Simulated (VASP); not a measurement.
# Ni (Im-3m) in VASP: a series of runs

Runs on Ni. Level: LDA. Tasks: single point.

Everything below comes from runs of VASP 6.6.1. Logs are shortened: lines on timing, memory, paths and dates and some standing lists are left out, and cuts for length are marked.

### 1 The cell of the first run

The structure is cubic, space group Im-3m (No. 229). The conventional cell has a = 2.612 Å, b = 2.612 Å, c = 2.612 Å, α = 90.00°, β = 90.00°, γ = 90.00°. Within 3.0 Å of Ni (site symmetry m-3m) lie 14 Ni at 2.26 to 2.61 Å.

This isn't the form of Ni at room conditions, which is fcc.

### 2 Single point, LDA, collinear spin, ferromagnetic start

File INCAR:

```
ALGO = Normal
EDIFF = 1E-6
ENCUT = 600
GGA = CA
GGA_COMPAT = F
ISIF = 2
ISMEAR = 1
ISPIN = 2
LASPH = T
LCHARG = F
LMAXMIX = 4
LORBIT = 11
LREAL = F
LWAVE = F
MAGMOM = 1.5
NBANDS = 15
NELM = 200
PREC = Accurate
SIGMA = 0.2
```

File KPOINTS:

```
k-points
0
Gamma
  14 14 14
```

File POSCAR:

```
Ni
1.0
   -1.3059538511      1.3059538511      1.3059538511
    1.3059538511     -1.3059538511      1.3059538511
    1.3059538511      1.3059538511     -1.3059538511
Ni
1
Direct
    0.0000000000      0.0000000000      0.0000000000
```

Potentials or basis: VASP PAW LDA potentials, release 64 (Ni).

Started as:

```sh
$ cat potpaw_LDA.64/Ni/POTCAR > POTCAR
$ mpirun -np 1 vasp_std > vasp.out
```

OUTCAR:

```text
EDIFF = 1E-6
   ENCUT = 600
   GGA = CA
   ISIF = 2
   ISMEAR = 1
   ISPIN = 2
   LASPH = T
   LORBIT = 11
   LREAL = F
   NELM = 200
   PREC = Accurate

 ion  position               nearest neighbor table
   1  0.000  0.000  0.000-

  LATTYP: Found a body centered cubic cell.
 ALAT       =     2.6119077022

  Lattice vectors:

 A1 = (  -1.3059538511,   1.3059538511,   1.3059538511)
 A2 = (   1.3059538511,  -1.3059538511,   1.3059538511)
 A3 = (   1.3059538511,   1.3059538511,  -1.3059538511)

Analysis of symmetry for initial positions (statically):
=====================================================================
 Subroutine PRICEL returns:
 Original cell was already a primitive cell.

 Routine SETGRP: Setting up the symmetry group for a
 body centered cubic supercell.

 Subroutine GETGRP returns: Found 48 space group operations
 (whereof 48 operations were pure point group operations)
 out of a pool of 48 trial point group operations.

The static configuration has the point symmetry O_h .

Analysis of symmetry for dynamics (positions and initial velocities):
=====================================================================
 Subroutine PRICEL returns:
 Original cell was already a primitive cell.

 Routine SETGRP: Setting up the symmetry group for a
 body centered cubic supercell.

 Subroutine GETGRP returns: Found 48 space group operations
 (whereof 48 operations were pure point group operations)
 out of a pool of 48 trial point group operations.

The dynamic configuration has the point symmetry O_h .

Analysis of structural, dynamic, and magnetic symmetry:
=====================================================================
 Subroutine PRICEL returns:
 Original cell was already a primitive cell.

 Routine SETGRP: Setting up the symmetry group for a
 body centered cubic supercell.

 Subroutine GETGRP returns: Found 48 space group operations
 (whereof 48 operations were pure point group operations)
 out of a pool of 48 trial point group operations.

The overall configuration has the point symmetry O_h .

 Subroutine INISYM returns: Found 48 space group operations
 (whereof 48 operations are pure point group operations),
 and found     1 'primitive' translations

----------------------------------------------------------------------------------------

                                     Primitive cell

  volume of cell :       8.9093

  direct lattice vectors                    reciprocal lattice vectors
    -1.305953851  1.305953851  1.305953851     0.000000000  0.382861921  0.382861921
     1.305953851 -1.305953851  1.305953851     0.382861921  0.000000000  0.382861921
     1.305953851  1.305953851 -1.305953851     0.382861921  0.382861921  0.000000000

  length of vectors
     2.261978422  2.261978422  2.261978422     0.541448521  0.541448521  0.541448521

  position of ions in fractional coordinates (direct lattice)
[... 123 lines left out ...]
  free energy    TOTEN  =        -6.35222099 eV

  energy without entropy =       -6.35120446  energy(sigma->0) =       -6.35188215

 E-fermi :  12.0156     XC(G=0): -14.8361

 val. band max:       11.9974001374   @ k =  -0.3571   0.4286   0.1429
 cond. band min:      12.0267466072   @ k =  -0.4286  -0.4286   0.2143
 fundamental gap:      0.0293464698
 Fermi energy:        12.0156373350

 spin component 1

 k-point     1 :       0.0000    0.0000    0.0000
  band No.  band energies     occupation
      1       1.7765      1.00000
      2       9.4949      1.00000
      3       9.4949      1.00000
      4       9.4949      1.00000
      5      11.3099      1.00000
      6      11.3099      1.00000
      7      40.6245      0.00000
      8      40.6245      0.00000
      9      40.6245      0.00000
     10      47.1146      0.00000
     11      47.1146      0.00000
     12      50.0337      0.00000
     13      50.0337      0.00000
     14      50.0573      0.00000
[... 403 lines left out ...]
      4      11.3695      1.00002
      5      11.5832      1.00457
      6      18.3992      0.00000
      7      20.5404      0.00000
      8      23.4151      0.00000
      9      33.9894      0.00000
     10      43.9548      0.00000
     11      45.7618      0.00000
     12      54.2149      0.00000
     13      56.8545      0.00000
     14      59.5745      0.00000
     15      63.0056      0.00000

 [... further k-points ...]

 spin component 2

 k-point     1 :       0.0000    0.0000    0.0000
  band No.  band energies     occupation
      1       1.7766      1.00000
      2       9.4949      1.00000
      3       9.4949      1.00000
      4       9.4949      1.00000
      5      11.3100      1.00000
      6      11.3100      1.00000
      7      40.6245      0.00000
      8      40.6245      0.00000
      9      40.6245      0.00000
     10      47.1147      0.00000
     11      47.1147      0.00000
     12      50.0337      0.00000
     13      50.0337      0.00000
     14      50.0574      0.00000
[... 403 lines left out ...]
      4      11.3695      1.00002
      5      11.5832      1.00458
      6      18.3993      0.00000
      7      20.5405      0.00000
      8      23.4151      0.00000
      9      33.9894      0.00000
     10      43.9548      0.00000
     11      45.7618      0.00000
     12      54.2151      0.00000
     13      56.8548      0.00000
     14      59.5748      0.00000
     15      63.0057      0.00000

 [... further k-points ...]

------------------------ aborting loop because EDIFF is reached ----------------------------------------

  FORCE on cell =-STRESS in cart. coord.  units (eV):
  Direction    XX          YY          ZZ          XY          YZ          ZX
  --------------------------------------------------------------------------------------
  -------------------------------------------------------------------------------------
  Total        2.2133909      2.2133909      2.2133909      0.0000000     -0.0000000      0.0000000
  in kB      398.0386293    398.0386293    398.0386293      0.0000000     -0.0000000      0.0000000
  external PRESSURE =     398.0386293 kB  Pullay stress =       0.0000000 kB

 VOLUME and BASIS-vectors are now :
 -----------------------------------------------------------------------------
  energy-cutoff  :      600.00
  volume of cell :        8.91
      direct lattice vectors                 reciprocal lattice vectors
    -1.305953851  1.305953851  1.305953851     0.000000000  0.382861921  0.382861921
     1.305953851 -1.305953851  1.305953851     0.382861921  0.000000000  0.382861921
     1.305953851  1.305953851 -1.305953851     0.382861921  0.382861921  0.000000000

 POSITION                                       TOTAL-FORCE (eV/Angst)
 -----------------------------------------------------------------------------------
      0.00000      0.00000      0.00000         0.000000     -0.000000      0.000000
 -----------------------------------------------------------------------------------
    total drift:                                0.000000      0.000000      0.000000

  FREE ENERGIE OF THE ION-ELECTRON SYSTEM (eV)
  ---------------------------------------------------
  free  energy   TOTEN  =        -6.3522209945 eV

  energy  without entropy=       -6.3512044599  energy(sigma->0) =       -6.35188215

 total charge

# of ion       s       p       d       tot
------------------------------------------
    1        0.587   0.692   8.474   9.753

 magnetization (x)

# of ion       s       p       d       tot
------------------------------------------
    1        0.000  -0.000   0.000   0.000
```

OSZICAR:

```text
N       E                     dE             d eps       ncg     rms          rms(c)
DAV:   1     0.361194129941E+02    0.36119E+02   -0.46530E+03  6653   0.103E+03
DAV:   2    -0.565365939166E+01   -0.41773E+02   -0.38649E+02  6856   0.183E+02
DAV:   3    -0.721913219848E+01   -0.15655E+01   -0.15541E+01  7878   0.338E+01
DAV:   4    -0.722606424968E+01   -0.69321E-02   -0.69312E-02  7472   0.220E+00
DAV:   5    -0.722610331571E+01   -0.39066E-04   -0.39065E-04  7934   0.152E-01    0.135E+01
DAV:   6    -0.652004215458E+01    0.70606E+00   -0.85319E+00  8382   0.352E+01    0.484E+00
DAV:   7    -0.637551297898E+01    0.14453E+00   -0.10041E+00  7354   0.113E+01    0.288E+00
DAV:   8    -0.635200491428E+01    0.23508E-01   -0.42948E-02  8919   0.149E+00    0.757E-01
DAV:   9    -0.635127627963E+01    0.72863E-03   -0.84800E-04  8981   0.236E-01    0.324E-01
DAV:  10    -0.635141960992E+01   -0.14333E-03   -0.31270E-04  9298   0.170E-01    0.187E-01
DAV:  11    -0.635194521604E+01   -0.52561E-03   -0.16579E-03  8551   0.408E-01    0.910E-02
DAV:  12    -0.635212814819E+01   -0.18293E-03   -0.49674E-04  8722   0.227E-01    0.465E-02
DAV:  13    -0.635218668805E+01   -0.58540E-04   -0.19041E-04  8719   0.139E-01    0.443E-02
DAV:  14    -0.635222049922E+01   -0.33811E-04   -0.73028E-04  8480   0.278E-01    0.612E-03
DAV:  15    -0.635222099446E+01   -0.49524E-06   -0.34530E-06  6504   0.197E-02
   1 F= -.63522210E+01 E0= -.63518821E+01  d E =-.101653E-02  mag=    -0.0041
```

Wall time 17 s (1 thread of Intel Xeon 6975P-C (Granite Rapids), shared host); peak memory 0.13 GiB.

What came out:

| Item | Value |
| --- | --- |
| Free energy | -6.3522 eV |
| Pressure | 39.8 GPa |
| Band gap on the k mesh | zero (filled and empty bands overlap) |
| Net moment | 0.00 μB per cell |
| Valence electrons inside the program's atomic spheres | Ni 9.75 |

Caveat: the cell stands under pressure; the moments typed at the start vanished in this run.

### 3 Single point, LDA, collinear spin, ferromagnetic start

This run uses another cell than the first one, of 9.13 Å³/atom.

File INCAR:

```
ALGO     = Normal         # electronic algorithm
EDIFF    = 1E-6           # SCF threshold, eV
ENCUT    = 600            # plane-wave cutoff, eV
GGA      = CA             # functional
GGA_COMPAT= F            
ISIF     = 2              # what is computed and relaxed
ISMEAR   = 1              # smearing method
ISPIN    = 2              # spin polarisation
LASPH    = T              # aspherical terms in the spheres
LCHARG   = F              # write CHGCAR
LMAXMIX  = 4              # l up to which the mixer works
LORBIT   = 11             # projections on sites
LREAL    = F              # projectors in reciprocal space
LWAVE    = F              # write WAVECAR
MAGMOM   = 1.5            # initial moments
NBANDS   = 15             # bands
NELM     = 200            # most SCF steps
PREC     = Accurate       # precision mode
SIGMA    = 0.2            # smearing width, eV
```

KPOINTS is that of step 2.

File POSCAR:

```
Ni
1.0
   -1.3167012944      1.3167012944      1.3167012944
    1.3167012944     -1.3167012944      1.3167012944
    1.3167012944      1.3167012944     -1.3167012944
Ni
1
Direct
    0.0000000000      0.0000000000      0.0000000000
```

Potentials or basis: VASP PAW LDA potentials, release 64 (Ni).

Started as:

```sh
$ cat potpaw_LDA.64/Ni/POTCAR > POTCAR
$ mpirun -np 1 vasp_std > vasp.out
```

Wall time 21 s (1 thread of Intel Xeon 6975P-C (Granite Rapids), shared host); peak memory 0.13 GiB.

It converged, with:

- Free energy: -6.4005 eV
- Pressure: 29.8 GPa
- Band gap on the k mesh: zero (filled and empty bands overlap)
- Net moment: 0.00 μB per cell
- Valence electrons inside the program's atomic spheres: Ni 9.69

Levels at points of the mesh, in eV from the Fermi level:
Spin up:
```csv
k point,band 2,band 3,band 4,band 5,band 6,band 7,band 8,band 9
"(0.00, 0.00, 0.00)",-2.43,-2.43,-2.43,-0.68,-0.68,28.37,28.37,28.37
"(0.50, 0.00, 0.00)",-3.67,-0.73,-0.46,0.16,0.56,8.21,20.77,22.80
"(0.50, 0.50, 0.50)",-5.09,0.26,0.26,0.26,10.99,10.99,10.99,17.79
```
Spin down:
| k point | band 2 | band 3 | band 4 | band 5 | band 6 | band 7 | band 8 | band 9 |
| --- | --- | --- | --- | --- | --- | --- | --- | --- |
| (0.00, 0.00, 0.00) | -2.43 | -2.43 | -2.43 | -0.68 | -0.68 | 28.37 | 28.37 | 28.37 |
| (0.50, 0.00, 0.00) | -3.67 | -0.73 | -0.46 | 0.16 | 0.56 | 8.21 | 20.77 | 22.80 |
| (0.50, 0.50, 0.50) | -5.09 | 0.26 | 0.26 | 0.26 | 10.99 | 10.99 | 10.99 | 17.79 |

Caveat: the cell stands under pressure; the moments typed at the start vanished in this run.

The gap in the log of VASP goes by the Fermi energy; the results here count the filled bands.